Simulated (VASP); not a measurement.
Input of a VASP 6.6.1 run:

INCAR

```
PREC = Accurate ; ENCUT = 520
EDIFF = 1E-7 ; ISMEAR = -1
SIGMA = 0.02 ; LREAL = Auto
LASPH = True ; NELM = 150
ALGO = Normal ; ISIF = 2
LWAVE = False ; LCHARG = False
ISPIN = 2 ; MAGMOM = 1 1 1 1 1 1 1 1 1 1 1 1 1 1 1 1 1 1 1 1 1 1 1 1
LORBIT = 11 ; GGA = PE
IVDW = 12 ; NBANDS = 94
```

Contents of KPOINTS:

```
Automatic mesh
0
Gamma
  1 1 1
```

The input POSCAR:

```
O
1.0
    7.6699000000      0.0000000000      0.0000000000
    0.0000000000      7.6699000000      0.0000000000
    0.0000000000      0.0000000000      7.6699000000
O
24
Direct
    0.9524635263      0.3226639200      0.2353355324
    0.8720191919      0.2366132544      0.3359365833
    0.4632524544      0.7059805213      0.8044694194
    0.3906309078      0.8131787898      0.7103091305
    0.6918473513      0.0363629252      0.6562275910
    0.5956009857      0.1360513175      0.5829671834
    0.6312207460      0.6232936544      0.2451661691
    0.5448180550      0.7564375024      0.2425716111
    0.0738731926      0.4639173914      0.9180823740
    0.1493891707      0.4856908174      0.7810792840
   -0.0372755838      0.8203887926      0.4718835969
    0.0913440853      0.7501271203      0.4114655993
    0.7376236978      0.4441518142      0.7545730714
    0.7702707988      0.5619760362      0.6533722734
    0.2155178034      0.0897273758      0.1287630869
    0.2638887078     -0.0437163457      0.0600138203
    0.3805003977      0.4319352273      0.4550906791
    0.3002777090      0.4620659983      0.3244240472
    0.5478428663      0.2245009713      0.1915148829
    0.5707375585      0.1741352560      0.0395181163
    0.8422143705      0.9297122518      0.0379014068
    0.9235713634      0.8378336093     -0.0579147055
    0.1258686554      0.0810962333      0.7039726724
    0.1367944823      0.1348518234      0.5510371713
```

Potentials or basis: VASP PAW PBE potentials, release 64 (O).

Command:

```sh
$ cat potpaw_PBE.64/O/POTCAR > POTCAR
$ mpirun -np 1 vasp_gam > vasp.out
```

Q: Estimate the band gap on the k mesh.

A: 1.30 eV.

Q: What does it give for the net moment?

A: 24.00 μB per cell.

Forces on the atoms (eV/Å):
```
O    1.853  2.176 -2.423
O   -1.922 -2.054  2.441
O    0.103 -0.139  0.254
O   -0.130  0.108 -0.209
O    1.544 -1.510  1.127
O   -1.573  1.467 -1.114
O    0.739 -0.884 -0.052
O   -0.590  0.989  0.024
O   -0.666 -0.207  1.470
O    0.790  0.198 -1.427
O   -1.092  0.512  0.408
O    1.006 -0.546 -0.518
O   -0.292 -0.849  0.733
O    0.235  0.776 -0.771
O   -0.648  1.438  0.736
O    0.536 -1.576 -0.701
O    1.372 -0.496  2.372
O   -1.471  0.500 -2.268
O    0.153 -0.240 -0.646
O   -0.072  0.336  0.474
O   -1.611  1.826  1.971
O    1.591 -1.949 -2.002
O    0.060  0.433 -0.886
O    0.085 -0.308  1.008
```

Caveat: the k points lie up to 0.82 Å⁻¹ apart; the standard files for N, O and F lose accuracy on very short bonds.
